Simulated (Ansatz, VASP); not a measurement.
This is a calculation of Cd2S for VASP 6.6.1.

The input POSCAR:

```
Cd2S
1.0
    3.9626700490      0.0000000000      0.0000000000
   -1.9813350245      3.4317729293      0.0000000000
    0.0000000000      0.0000000000      5.8091920000
Cd S
2 1
Direct
    0.3333333333      0.6666666667      0.9327170000
    0.6666666667      0.3333333333      0.5787350000
    0.3333333333      0.6666666667      0.3657050000
```

The input INCAR.step1:

```
PREC = Accurate
ENCUT = 520
ISMEAR = -1
SIGMA = 0.05
LREAL = F
LASPH = T
NELM = 60
NBANDS = 22
GGA = PE
ALGO = Normal
EDIFF = 1E-4
LWAVE = T
LCHARG = F
```

Contents of INCAR.step2:

```
PREC = Accurate
ENCUT = 520
EDIFF = 1E-6
ISMEAR = -1
SIGMA = 0.05
LREAL = F
LASPH = T
NELM = 60
ALGO = Normal
ISIF = 2
LWAVE = F
LCHARG = F
METAGGA = R2SCAN
LMIXTAU = T
NBANDS = 22
ISTART = 1
```

KPOINTS

```
regular mesh
0
Gamma
  8 8 5
```

Potentials or basis: VASP PAW PBE potentials, release 64 (Cd, S).

Command:

```console
$ cat potpaw_PBE.64/Cd/POTCAR potpaw_PBE.64/S/POTCAR > POTCAR
$ cp INCAR.step1 INCAR
$ mpirun -np 1 vasp_std > vasp.out
$ cp INCAR.step2 INCAR
$ mpirun -np 1 vasp_std > vasp.out
```

Q: Translate it to Ansatz 0.2.0. Potentials there: Ansatz PAW.

A: As run (the cutoff follows the program's own potentials):

input.yaml

```yaml
crystal:
  lattice:
    - [3.962670049, 0.0, 0.0]
    - [-1.9813350245, 3.4317729293, 0.0]
    - [0.0, 0.0, 5.809192]
  atoms:
    - { symbol: Cd, position: [0.3333333333, 0.6666666667, 0.932717] }
    - { symbol: Cd, position: [0.6666666667, 0.3333333333, 0.578735] }
    - { symbol: S, position: [0.3333333333, 0.6666666667, 0.365705] }
hamiltonian:
  xc: r2scan
  pseudopotentials: { kind: paw }
kpoints:
  mp_grid: { grid: [8, 8, 5] }
scf:
  occupations: { method: fermi_dirac, width: 0.05 }
output:
  forces: true
  stress: true
  eigenvalues: true
```

Potentials or basis: Ansatz PAW.

The run is started by

```bash
$ ansatz run input.yaml --threads 1 --pin off --max-ram 3584MiB --backend cpu --events-out ev --progress --plain --runs-dir out
```

Both were run:

|  | VASP | Ansatz | Ansatz less VASP |
| --- | --- | --- | --- |
| gap on the k mesh at the Fermi level (eV) | 0.29 | 0.29 | 0.000 |
| least direct gap on the mesh (eV) | 0.63 | 0.63 | -0.001 |
| pressure (GPa) | -1.5 | -1.7 | -0.25 |
| traceless stress, the component that is largest in VASP (GPa) | -0.04 | -0.10 | -0.062 |
| rms of the force components (eV/Å) | 0.006 | 0.016 | +0.0093 |

VASP's potentials were made for PBE, not for r2SCAN. Atom by atom the forces differ by 0.010 eV/Å (rms over components). With one functional, cell and mesh, what is left measures potentials, basis and numerics. VASP's potentials hold 30 valence electrons a cell and Ansatz's 46, so a difference there can come from the potentials and not from the codes.

Noted on Ansatz's run: odd divisions of the mesh miss points on the zone boundary, where band edges often lie, so the gap on the mesh can be too wide.
